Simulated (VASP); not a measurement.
Crystal: AlN.

```
CELL_PARAMETERS angstrom
3.13019 0.00000 0.00000
-1.56509 2.71082 0.00000
0.00000 0.00000 12.54540
ATOMIC_POSITIONS crystal
Al 0.00000 0.00000 0.00000
Al 0.33333 0.66667 0.20000
Al 0.66667 0.33333 0.40000
Al 0.33333 0.66667 0.60000
Al 0.66667 0.33333 0.80000
N 0.00000 0.00000 0.15000
N 0.33333 0.66667 0.35000
N 0.66667 0.33333 0.55000
N 0.33333 0.66667 0.75000
N 0.66667 0.33333 0.95000
```

| Quantity | Value |
| --- | --- |
| Program | VASP 6.6.1 |
| Task | relaxation of cell and atoms |
| Functional | PBE |
| Potentials or basis | VASP PAW PBE potentials, release 64 (Al, N) |
| Cutoff | 600 eV |
| k mesh | 9 × 9 × 3 |
| Occupations | gaussian, width 0.02 eV |
| Spin | no spin polarisation |

At the start: pressure 0.0 GPa; volume 10.65 Å³/atom.

Problem. How do energy, volume and symmetry change on relaxing?

Solution. Over 11 steps the energy falls by 2.8 meV/atom and the volume is 10.64 Å³/atom (-0.1 %); space group P3m1 (No. 156, to 0.05 Å).

The path:
```tsv
step	energy change (eV)	largest force (eV/Å)	pressure (GPa)	volume (Å³)
1	0.0000	0.4525	0.02	106.45
2	-0.0040	0.3964	0.06	106.45
3	-0.0262	0.0892	-0.08	106.46
4	-0.0262	0.0821	-0.08	106.46
5	-0.0271	0.0521	0.06	106.38
6	-0.0273	0.0539	0.17	106.32
7	-0.0275	0.0503	-0.10	106.47
8	-0.0275	0.0412	-0.04	106.44
9	-0.0277	0.0128	-0.06	106.45
10	-0.0277	0.0165	-0.06	106.45
11	-0.0277	0.0094	0.06	106.39
```

Final structure:
```
Al N
1.0
     3.11674    0.00000    0.00000
    -1.55837    2.69917    0.00000
     0.00000    0.00000   12.64599
Al N
5 5
Direct
  0.00000 0.00000 0.99926
  0.33333 0.66667 0.19992
  0.66667 0.33333 0.40054
  0.33333 0.66667 0.59951
  0.66667 0.33333 0.79856
  0.00000 0.00000 0.15049
  0.33333 0.66667 0.35112
  0.66667 0.33333 0.55087
  0.33333 0.66667 0.74994
  0.66667 0.33333 0.94981
```
